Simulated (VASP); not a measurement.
**Hf3N2: single point with r2SCAN**

Crystal: Hf3N2.

```
Hf N
1.0
     1.60457    0.92640    7.78629
    -1.60457    0.92640    7.78629
     0.00000   -1.85280    7.78629
Hf N
3 2
Direct
  0.77943 0.77943 0.77943
  0.22057 0.22057 0.22057
  0.00000 0.00000 0.00000
  0.61169 0.61169 0.61169
  0.38831 0.38831 0.38831
```

* Program: VASP 6.6.1
* Task: single point
* Functional: r2SCAN
* Potentials or basis: VASP PAW PBE potentials, release 64 (Hf_pv, N)
* Cutoff: 520 eV
* k mesh: 3 × 3 × 3
* Occupations: gaussian, width 0.1 eV
* Spin: no spin polarisation

```json
{
 "Pressure": "-1.9 GPa",
 "Largest force": "0.070 eV/Å",
 "Band gap on the k mesh": "zero (bands 20 and 21 overlap by 0.74 eV)"
}
```

Forces on the atoms (eV/Å):
```
Hf   0.000  0.000 -0.070
Hf   0.000  0.000  0.070
Hf   0.000  0.000  0.000
N    0.000  0.000  0.036
N    0.000  0.000 -0.036
```

Stress tensor (GPa, compression positive):
```
-1.98  0.00  0.00
 0.00 -1.98  0.00
 0.00  0.00 -1.82
```

Levels at points of the mesh, in eV from the Fermi level:
```csv
k point,band 18,band 19,band 20,band 21,band 22,band 23
"(0.00, 0.00, 0.00)",-3.28,0.26,0.71,0.93,0.93,2.14
```

Wall time 8 min on 1 thread of Intel Xeon 8259CL, with other jobs on the host, peak memory 0.54 GiB.

Caveat: the k points lie up to 0.76 Å⁻¹ apart, too coarse for converged energies and pressures of a metal; the PAW data sets were made with another functional, which shifts forces and pressure a little; spin-orbit coupling is left out, which moves the levels of the heavy elements.
